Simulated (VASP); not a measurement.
# Cs in VASP: further runs

The runs below take Cs through single point, with PBE.

Program: VASP 6.6.1. These are calculated values, not measurements. Logs are shortened: lines on timing, memory, paths and dates and some standing lists are left out, and cuts for length are marked.

**1. The cell of the first run**

It takes space group P6_3/mmc (No. 194, hexagonal). The conventional cell has a = 5.566 Å, b = 5.566 Å, c = 9.258 Å, α = 90.00°, β = 90.00°, γ = 120.00°.

This isn't the form of Cs at room conditions, which is bcc.

**2. Single point, PBE**

INCAR

```
SYSTEM = Cs
PREC = Accurate ; ENCUT = 520
EDIFF = 1E-6 ; ISMEAR = -1
SIGMA = 0.05 ; LREAL = .False.
LASPH = .True. ; NELM = 100
ALGO = Normal ; ISIF = 2
LWAVE = .False. ; LCHARG = .False.
GGA = PE ; NBANDS = 16
```

KPOINTS

```
Automatic mesh
0
Gamma
  6 6 3
  0 0 0
```

POSCAR

```
Cs
1.0
    5.5663060538      0.0000000000      0.0000000000
   -2.7831530269      4.8205624479      0.0000000000
    0.0000000000      0.0000000000      9.2584789600
Cs
2
Direct
    0.6666666667      0.3333333333      0.7500000000
    0.3333333333      0.6666666667      0.2500000000
```

Potentials or basis: VASP PAW PBE potentials, release 64 (Cs_sv).

The run is started by

```
$ cat potpaw_PBE.64/Cs_sv/POTCAR > POTCAR
$ mpirun -np 1 vasp_std > vasp.out
```

OUTCAR:

```text
SYSTEM = Cs
   PREC = Accurate
   ENCUT = 520
   EDIFF = 1E-6
   ISMEAR = -1
   LREAL = .False.
   LASPH = .True.
   NELM = 100
   ISIF = 2
   GGA = PE

 ion  position               nearest neighbor table
   1  0.667  0.333  0.750-
   2  0.333  0.667  0.250-

  LATTYP: Found a hexagonal cell.
 ALAT       =     5.5663060538
 C/A-ratio  =     1.6633075635

  Lattice vectors:

 A1 = (   5.5663060538,   0.0000000000,   0.0000000000)
 A2 = (  -2.7831530269,   4.8205624479,   0.0000000000)
 A3 = (   0.0000000000,   0.0000000000,   9.2584789600)

Analysis of symmetry for initial positions (statically):
=====================================================================
 Subroutine PRICEL returns:
 Original cell was already a primitive cell.

 Routine SETGRP: Setting up the symmetry group for a
 hexagonal supercell.

 Subroutine GETGRP returns: Found 24 space group operations
 (whereof 12 operations were pure point group operations)
 out of a pool of 24 trial point group operations.

The static configuration has the point symmetry D_3d.
 The point group associated with its full space group is D_6h.

Analysis of symmetry for dynamics (positions and initial velocities):
=====================================================================
 Subroutine PRICEL returns:
 Original cell was already a primitive cell.

 Routine SETGRP: Setting up the symmetry group for a
 hexagonal supercell.

 Subroutine GETGRP returns: Found 24 space group operations
 (whereof 12 operations were pure point group operations)
 out of a pool of 24 trial point group operations.

The dynamic configuration has the point symmetry D_3d.
 The point group associated with its full space group is D_6h.

 Subroutine INISYM returns: Found 24 space group operations
 (whereof 12 operations are pure point group operations),
 and found     1 'primitive' translations

----------------------------------------------------------------------------------------

                                     Primitive cell

  volume of cell :     248.4302

  direct lattice vectors                    reciprocal lattice vectors
     5.566306054  0.000000000  0.000000000     0.179652357  0.103722336  0.000000000
    -2.783153027  4.820562448  0.000000000     0.000000000  0.207444673  0.000000000
     0.000000000  0.000000000  9.258478960     0.000000000  0.000000000  0.108009102

  length of vectors
     5.566306054  5.566306054  9.258478960     0.207444673  0.207444673  0.108009102

[... 68 lines left out ...]
   NELM   =    100;   NELMIN=  2; NELMDL= -5     # of ELM steps
   EDIFF  = 0.1E-05   stopping-criterion for ELM
   LREAL  =      F    real-space projection
   EDIFFG = 0.1E-04   stopping-criterion for IOM
   NSW    =      0    number of steps for IOM
   IBRION =     -1    ionic relax: 0-MD 1-quasi-New 2-CG
   NFREE  =      0    steps in history (QN), initial steepest desc. (CG)
   ISIF   =      2    stress and relaxation
   ISYM   =      2    0-nonsym 1-usesym 2-fastsym
   POTIM  = 0.5000    time-step for ionic-motion
   TEBEG  =    0.0;   TEEND  =   0.0 temperature during run
   PSTRESS=    0.0 pullay stress
   NELECT =      18.0000    total number of electrons
   NUPDOWN=      -1.0000    fix difference up-down
   EMIN   =  10.00;   EMAX   =-10.00  energy-range for DOS
   EFERMI =   0.00;   METHOD = LEGACY
   ISMEAR =    -1;   SIGMA  =   0.05  broadening in eV -4-tet -1-fermi 0-gaus
   EFERMI_NEDOS =   21; number of points for ismear=-14 and -15
   IALGO  =     38    algorithm
   IMIX   =      4    mixing-type and parameters
     AMIX     =   0.40;   BMIX     =  1.00
     AMIX_MAG =   1.60;   BMIX_MAG =  1.00
  volume/ion in A,a.u.               =     124.22       838.24
  Fermi-wavevector in a.u.,A,eV,Ry     =   0.682492  1.289723  6.337529  0.465795
  Thomas-Fermi vector in A             =   1.761581
   LORBIT       =      0    0 simple, 1 ext, 2 COOP (PROOUT), +10 PAW based schemes
   GGA     = PE    functional components
   LHFCALC =     F    Hartree Fock is set to
   AEXX    =    0.0000 exact exchange contribution
   IVDW    =     0    specifies the selected vdW correction
   LEPSILON=     F    determine dielectric tensor
   LRPA    =     F    only Hartree local field effects (RPA)
 non-spin polarized calculation
  energy-cutoff  :      520.00
  volume of cell :      248.43
 maximum number of plane-waves:      6718
 NGX is ok and might be reduce to    42
   NGX = 21   NGY = 21   NGZ = 35

 number of electron      18.0000000 magnetization

 Free energy of the ion-electron system (eV)
  ---------------------------------------------------
  ext. energy  EPLUGINS =         0.00000000
  ---------------------------------------------------
  free energy    TOTEN  =        -1.69199730 eV

  energy without entropy =       -1.65832502  energy(sigma->0) =       -1.67516116

 E-fermi :   0.2628     XC(G=0):  -5.2165

 val. band max:        0.2244119447   @ k =   0.0000   0.0000   0.0000
 cond. band min:       0.2707670591   @ k =   0.5000  -0.0000   0.0000
 fundamental gap:      0.0463551144
 Fermi energy:         0.2627775274

 k-point     1 :       0.0000    0.0000    0.0000
  band No.  band energies     occupation
      1     -23.6285      2.00000
      2     -23.6247      2.00000
      3     -10.4818      2.00000
      4     -10.3957      2.00000
      5     -10.3957      2.00000
      6     -10.3833      2.00000
[... 243 lines left out ...]
      3     -10.4614      2.00000
      4     -10.4614      2.00000
      5     -10.4545      2.00000
      6     -10.4406      2.00000
[... 8 lines left out ...]
     15       2.5947      0.00000
     16       3.3020      0.00000

------------------------ aborting loop because EDIFF is reached ----------------------------------------

  FORCE on cell =-STRESS in cart. coord.  units (eV):
  Direction    XX          YY          ZZ          XY          YZ          ZX
  --------------------------------------------------------------------------------------
  -------------------------------------------------------------------------------------
  Total       -0.1007248     -0.1007248     -0.2222934      0.0000000     -0.0000000      0.0000000
  in kB       -0.6495951     -0.6495951     -1.4336159      0.0000000     -0.0000000      0.0000000
  external PRESSURE =      -0.9109354 kB  Pullay stress =       0.0000000 kB

 VOLUME and BASIS-vectors are now :
 -----------------------------------------------------------------------------
  energy-cutoff  :      520.00
  volume of cell :      248.43
      direct lattice vectors                 reciprocal lattice vectors
     5.566306054  0.000000000  0.000000000     0.179652357  0.103722336  0.000000000
    -2.783153027  4.820562448  0.000000000     0.000000000  0.207444673  0.000000000
     0.000000000  0.000000000  9.258478960     0.000000000  0.000000000  0.108009102

 POSITION                                       TOTAL-FORCE (eV/Angst)
 -----------------------------------------------------------------------------------
      2.78315      1.60685      6.94386        -0.000000      0.000000      0.000000
     -0.00000      3.21371      2.31462         0.000000     -0.000000      0.000000
 -----------------------------------------------------------------------------------
    total drift:                               -0.000000      0.000000     -0.000000

  FREE ENERGIE OF THE ION-ELECTRON SYSTEM (eV)
  ---------------------------------------------------
  free  energy   TOTEN  =        -1.6919972971 eV

  energy  without entropy=       -1.6583250175  energy(sigma->0) =       -1.67516116
```

OSZICAR:

```text
N       E                     dE             d eps       ncg     rms          rms(c)
DAV:   1     0.138794529558E+03    0.13879E+03   -0.59057E+03   448   0.807E+02
DAV:   2     0.180471469225E+02   -0.12075E+03   -0.11505E+03   704   0.145E+02
DAV:   3    -0.116411832841E+01   -0.19211E+02   -0.19062E+02   568   0.637E+01
DAV:   4    -0.168354630494E+01   -0.51943E+00   -0.51932E+00   584   0.117E+01
DAV:   5    -0.168761523176E+01   -0.40689E-02   -0.40688E-02   632   0.110E+00    0.180E-01
DAV:   6    -0.168939686918E+01   -0.17816E-02   -0.29456E-03   648   0.255E-01    0.127E-01
DAV:   7    -0.169173880163E+01   -0.23419E-02   -0.54402E-03   584   0.342E-01    0.483E-02
DAV:   8    -0.169199382356E+01   -0.25502E-03   -0.32588E-04   632   0.844E-02    0.116E-02
DAV:   9    -0.169199724499E+01   -0.34214E-05   -0.24760E-05   592   0.227E-02    0.437E-03
DAV:  10    -0.169199729713E+01   -0.52135E-07   -0.23030E-06   504   0.519E-03
   1 F= -.16919973E+01 E0= -.16751612E+01  d E =-.336723E-01
```

Run time: 68 s. Hardware: 1 thread of Intel Xeon Platinum 8259CL at 2.50GHz (Skylake/Cascade Lake), shared host; peak memory 0.34 GiB.

What came out:

```
Free energy            : -1.6920 eV
Pressure               : -0.1 GPa
Band gap on the k mesh : zero (bands 9 and 10 overlap by 1.39 eV)
```

Levels at points of the mesh, in eV from the Fermi level:
```csv
k point,band 7,band 8,band 9,band 10,band 11,band 12
"(0.00, 0.00, 0.00)",-10.65,-10.65,-1.60,-0.04,0.66,2.32
"(0.50, 0.00, 0.00)",-10.67,-10.66,0.01,0.34,0.81,1.00
```

Caveat: spin-orbit coupling is left out, which moves the levels of the heavy elements.

**3. Single point, PBE**

INCAR

```
ALGO = Normal
EDIFF = 1E-6
ENCUT = 520
GGA = PE
ISIF = 2
ISMEAR = -1
LASPH = True
LCHARG = False
LREAL = False
LWAVE = False
NBANDS = 16
NELM = 100
PREC = Accurate
SIGMA = 0.05
```

KPOINTS

```
k-points
0
Gamma
  6 6 3
```

POSCAR is that of step 2.

Potentials or basis: VASP PAW PBE potentials, release 64 (Cs_sv).

The run is started by

```
$ cat potpaw_PBE.64/Cs_sv/POTCAR > POTCAR
$ mpirun -np 1 vasp_std > vasp.out
```

It took 57 s on 1 thread of Intel Xeon Platinum 8259CL at 2.50GHz (Skylake/Cascade Lake), shared host; peak memory 0.34 GiB.

Results (log left out):

```
Free energy            : -1.6920 eV
Pressure               : -0.1 GPa
Band gap on the k mesh : zero (bands 9 and 10 overlap by 1.39 eV)
```

Stress tensor (GPa, compression positive):
```
-0.06  0.00  0.00
 0.00 -0.06  0.00
 0.00  0.00 -0.14
```

Levels at points of the mesh, in eV from the Fermi level:
```tsv
k point	band 5	band 6	band 7	band 8	band 9	band 10	band 11	band 12	band 13	band 14
(0.00, 0.00, 0.00)	-10.66	-10.65	-10.65	-10.65	-1.60	-0.04	0.66	2.32	2.37	2.37
(0.50, 0.00, 0.00)	-10.70	-10.68	-10.67	-10.66	0.01	0.34	0.81	1.00	1.56	1.92
```

Caveat: spin-orbit coupling is left out, which moves the levels of the heavy elements.

**4. Single point, PBE**

This run uses another cell than the first one, of 126.70 Å³/atom.

INCAR

```
SYSTEM = Cs
ALGO = Normal ; EDIFF = 1E-6
ENCUT = 520 ; GGA = PE
ISIF = 2 ; ISMEAR = -1
LASPH = .True. ; LCHARG = .False.
LREAL = .False. ; LWAVE = .False.
NBANDS = 16 ; NELM = 100
PREC = Accurate ; SIGMA = 0.05
```

KPOINTS

```
k-points
0
Gamma
  6 6 3
  0 0 0
```

POSCAR

```
Cs
1.0
    5.6031700821      0.0000000000      0.0000000000
   -2.8015850411      4.8524876329      0.0000000000
    0.0000000000      0.0000000000      9.3197951771
Cs
2
Direct
    0.6666666667      0.3333333333      0.7500000000
    0.3333333333      0.6666666667      0.2500000000
```

Potentials or basis: VASP PAW PBE potentials, release 64 (Cs_sv).

The run is started by

```
$ cat potpaw_PBE.64/Cs_sv/POTCAR > POTCAR
$ mpirun -np 1 vasp_std > vasp.out
```

OUTCAR:

```text
SYSTEM = Cs
   EDIFF = 1E-6
   ENCUT = 520
   GGA = PE
   ISIF = 2
   ISMEAR = -1
   LASPH = .True.
   LREAL = .False.
   NELM = 100
   PREC = Accurate

 ion  position               nearest neighbor table
   1  0.667  0.333  0.750-
   2  0.333  0.667  0.250-

  LATTYP: Found a hexagonal cell.
 ALAT       =     5.6031700821
 C/A-ratio  =     1.6633075635

  Lattice vectors:

 A1 = (   5.6031700821,   0.0000000000,   0.0000000000)
 A2 = (  -2.8015850411,   4.8524876329,   0.0000000000)
 A3 = (   0.0000000000,   0.0000000000,   9.3197951771)

Analysis of symmetry for initial positions (statically):
=====================================================================
 Subroutine PRICEL returns:
 Original cell was already a primitive cell.

 Routine SETGRP: Setting up the symmetry group for a
 hexagonal supercell.

 Subroutine GETGRP returns: Found 24 space group operations
 (whereof 12 operations were pure point group operations)
 out of a pool of 24 trial point group operations.

The static configuration has the point symmetry D_3d.
 The point group associated with its full space group is D_6h.

[... 148 lines left out ...]
  energy without entropy =       -1.65545682  energy(sigma->0) =       -1.67220242

 E-fermi :   0.2170     XC(G=0):  -5.1691

 val. band max:        0.1837880896   @ k =   0.0000   0.0000   0.0000
 cond. band min:       0.2260697038   @ k =   0.5000  -0.0000   0.0000
 fundamental gap:      0.0422816143
 Fermi energy:         0.2170151836

 k-point     1 :       0.0000    0.0000    0.0000
  band No.  band energies     occupation
      1     -23.6863      2.00000
      2     -23.6829      2.00000
      3     -10.5346      2.00000
      4     -10.4547      2.00000
      5     -10.4547      2.00000
      6     -10.4430      2.00000
[... 243 lines left out ...]
      3     -10.5159      2.00000
      4     -10.5159      2.00000
      5     -10.5094      2.00000
      6     -10.4965      2.00000
[... 8 lines left out ...]
     15       2.5335      0.00000
     16       3.2350      0.00000

------------------------ aborting loop because EDIFF is reached ----------------------------------------

  FORCE on cell =-STRESS in cart. coord.  units (eV):
  Direction    XX          YY          ZZ          XY          YZ          ZX
  --------------------------------------------------------------------------------------
  -------------------------------------------------------------------------------------
  Total       -0.1527987     -0.1527987     -0.2725745      0.0000000     -0.0000000      0.0000000
  in kB       -0.9661080     -0.9661080     -1.7234205      0.0000000     -0.0000000      0.0000000
  external PRESSURE =      -1.2185455 kB  Pullay stress =       0.0000000 kB

 VOLUME and BASIS-vectors are now :
 -----------------------------------------------------------------------------
  energy-cutoff  :      520.00
  volume of cell :      253.40
      direct lattice vectors                 reciprocal lattice vectors
     5.603170082  0.000000000  0.000000000     0.178470399  0.103039933  0.000000000
    -2.801585041  4.852487633  0.000000000     0.000000000  0.206079866  0.000000000
     0.000000000  0.000000000  9.319795177     0.000000000  0.000000000  0.107298495

 POSITION                                       TOTAL-FORCE (eV/Angst)
 -----------------------------------------------------------------------------------
      2.80159      1.61750      6.98985        -0.000000      0.000000      0.000000
     -0.00000      3.23499      2.32995         0.000000     -0.000000      0.000000
 -----------------------------------------------------------------------------------
    total drift:                               -0.000000      0.000000     -0.000000

  FREE ENERGIE OF THE ION-ELECTRON SYSTEM (eV)
  ---------------------------------------------------
  free  energy   TOTEN  =        -1.6889480178 eV

  energy  without entropy=       -1.6554568154  energy(sigma->0) =       -1.67220242
```

OSZICAR:

```text
N       E                     dE             d eps       ncg     rms          rms(c)
DAV:   1     0.137948342473E+03    0.13795E+03   -0.58392E+03   448   0.797E+02
DAV:   2     0.173767867730E+02   -0.12057E+03   -0.11567E+03   704   0.151E+02
DAV:   3    -0.121449959283E+01   -0.18591E+02   -0.18541E+02   560   0.625E+01
DAV:   4    -0.168056419848E+01   -0.46606E+00   -0.46599E+00   640   0.113E+01
DAV:   5    -0.168422145207E+01   -0.36573E-02   -0.36568E-02   584   0.103E+00    0.181E-01
DAV:   6    -0.168619877927E+01   -0.19773E-02   -0.28502E-03   632   0.251E-01    0.128E-01
DAV:   7    -0.168870342559E+01   -0.25046E-02   -0.56407E-03   576   0.347E-01    0.474E-02
DAV:   8    -0.168894416384E+01   -0.24074E-03   -0.31694E-04   616   0.826E-02    0.117E-02
DAV:   9    -0.168894778707E+01   -0.36232E-05   -0.24829E-05   608   0.226E-02    0.436E-03
DAV:  10    -0.168894801782E+01   -0.23075E-06   -0.24026E-06   536   0.529E-03
   1 F= -.16889480E+01 E0= -.16722024E+01  d E =-.334912E-01
```

stdout:

```text
POSCAR found type information on POSCAR Cs
 POSCAR found :  1 types and       2 ions
 scaLAPACK will be used
 LDA part: xc-table for (Slater+PW92), standard interpolation
 POSCAR, INCAR and KPOINTS ok, starting setup
 FFT: planning ... GRIDC
 FFT: planning ... GRID_SOFT
 FFT: planning ... GRID
 WAVECAR not read
 entering main loop
```

It took 64 s on 1 thread of Intel Xeon Platinum 8259CL at 2.50GHz (Skylake/Cascade Lake), shared host; peak memory 0.33 GiB.

Results:

* Free energy: -1.6889 eV
* Pressure: -0.1 GPa
* Band gap on the k mesh: zero (bands 9 and 10 overlap by 1.38 eV)

Levels at points of the mesh, in eV from the Fermi level:
```tsv
k point	band 7	band 8	band 9	band 10	band 11	band 12
(0.00, 0.00, 0.00)	-10.66	-10.66	-1.57	-0.03	0.65	2.31
(0.50, 0.00, 0.00)	-10.68	-10.67	0.01	0.34	0.82	1.00
```

Caveat: spin-orbit coupling is left out, which moves the levels of the heavy elements.

**5. Single point, PBE**

This run uses another cell than the first one, of 129.18 Å³/atom.

INCAR

```
ALGO = Normal ; EDIFF = 1E-6
ENCUT = 520 ; GGA = PE
ISIF = 2 ; ISMEAR = -1
LASPH = T ; LCHARG = F
LREAL = F ; LWAVE = F
NBANDS = 16 ; NELM = 100
PREC = Accurate ; SIGMA = 0.05
```

KPOINTS

```
k-points
0
Gamma
  6 6 3
```

POSCAR

```
Cs
1.0
    5.6395553229      0.0000000000      0.0000000000
   -2.8197776615      4.8839981758      0.0000000000
    0.0000000000      0.0000000000      9.3803150234
Cs
2
Direct
    0.6666666667      0.3333333333      0.7500000000
    0.3333333333      0.6666666667      0.2500000000
```

The run is started by

```
$ cat potpaw_PBE.64/Cs_sv/POTCAR > POTCAR
$ mpirun -np 1 vasp_std > vasp.out
```

Run time: 54 s. Hardware: 1 thread of Intel Xeon Platinum 8259CL at 2.50GHz (Skylake/Cascade Lake), shared host; peak memory 0.34 GiB.

Results (log left out):

```
Free energy            : -1.6850 eV
Pressure               : -0.2 GPa
Band gap on the k mesh : zero (bands 9 and 10 overlap by 1.37 eV)
```

Levels at points of the mesh, in eV from the Fermi level:
```
           k point  band 7  band 8  band 9  band 10  band 11  band 12
(0.00, 0.00, 0.00)  -10.67  -10.67   -1.55    -0.03     0.63     2.30
(0.50, 0.00, 0.00)  -10.69  -10.69    0.01     0.33     0.83     1.00
```

Caveat: spin-orbit coupling is left out, which moves the levels of the heavy elements.

(Part 1 of 2 ends here.)

The gap in the log of VASP goes by the Fermi energy; the results here count the filled bands.